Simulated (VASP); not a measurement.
Here is a VASP 6.6.1 calculation.

The input INCAR:

```
PREC     = Accurate       # precision mode
ENCUT    = 520            # plane-wave cutoff, eV
EDIFF    = 1E-6           # SCF threshold, eV
ISMEAR   = 0              # smearing method
SIGMA    = 0.1            # smearing width, eV
LREAL    = F              # projectors in reciprocal space
LASPH    = T              # aspherical terms in the spheres
NELM     = 150            # most SCF steps
ALGO     = Normal         # electronic algorithm
ISIF     = 2              # what is computed and relaxed
LWAVE    = F              # write WAVECAR
LCHARG   = T              # write CHGCAR
ISPIN    = 2              # spin polarisation
MAGMOM   = -0.18 3.99 3.56 # initial moments
LORBIT   = 11             # projections on sites
LMAXMIX  = 4              # l up to which the mixer works
GGA      = PE             # functional
LELF     = T              # ELF
LVHAR    = T            
NBANDS   = 30             # bands
```

File KPOINTS:

```
regular mesh
0
Gamma
  4 4 4
```

The input POSCAR:

```
YMn2
1.0
    0.0000000000      3.2301690000      3.2301690000
    3.2301690000      0.0000000000      3.2301690000
    3.2301690000      3.2301690000      0.0000000000
Y Mn
1 2
Direct
    0.0000000000      0.0000000000      0.0000000000
    0.5000000000      0.5000000000      0.5000000000
    0.7500000000      0.7500000000      0.7500000000
```

Potentials or basis: VASP PAW PBE potentials, release 64 (Y_sv, Mn_pv).

Launch:

```console
$ cat potpaw_PBE.64/Y_sv/POTCAR potpaw_PBE.64/Mn_pv/POTCAR > POTCAR
$ mpirun -np 1 vasp_std > vasp.out
```

(1) What does it give for the site moments?

(2) What does it give for the pressure?

(3) Estimate the net moment.

## Answers

(1) Y -0.23; Mn +3.60, +3.20 μB.

(2) -0.2 GPa.

(3) 6.69 μB per cell.

Caveat: the k points lie up to 0.42 Å⁻¹ apart.
